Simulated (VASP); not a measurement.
A run of VASP 6.6.1:

File INCAR:

```
ALGO = Normal
EDIFF = 1E-6
ENCUT = 520
GGA = PE
ISIF = 2
ISMEAR = -1
IVDW = 12
LASPH = True
LCHARG = True
LELF = True
LREAL = False
LVHAR = True
LWAVE = False
NBANDS = 8
NELM = 100
PREC = Accurate
SIGMA = 0.15
```

The input KPOINTS:

```
k-points
0
Gamma
  20 20 20
```

The input POSCAR:

```
Al
1.0
    0.0000000000      1.9920664043      1.9920664043
    1.9920664043      0.0000000000      1.9920664043
    1.9920664043      1.9920664043      0.0000000000
Al
1
Direct
    0.0000000000      0.0000000000      0.0000000000
```

Potentials or basis: VASP PAW PBE potentials, release 64 (Al).

Launch:

```console
$ cat potpaw_PBE.64/Al/POTCAR > POTCAR
$ mpirun -np 1 vasp_std > vasp.out
```

Hardware: 1 thread of Intel(R) Xeon(R) 6975P-C (Granite Rapids), on a shared host.

Task: How long does it take, and how much memory?

Result: It took 8.8 s on 1 thread of Intel(R) Xeon(R) 6975P-C (Granite Rapids) (shared host), peak memory 0.15 GiB. Counts: scf iterations 10, k points 256.
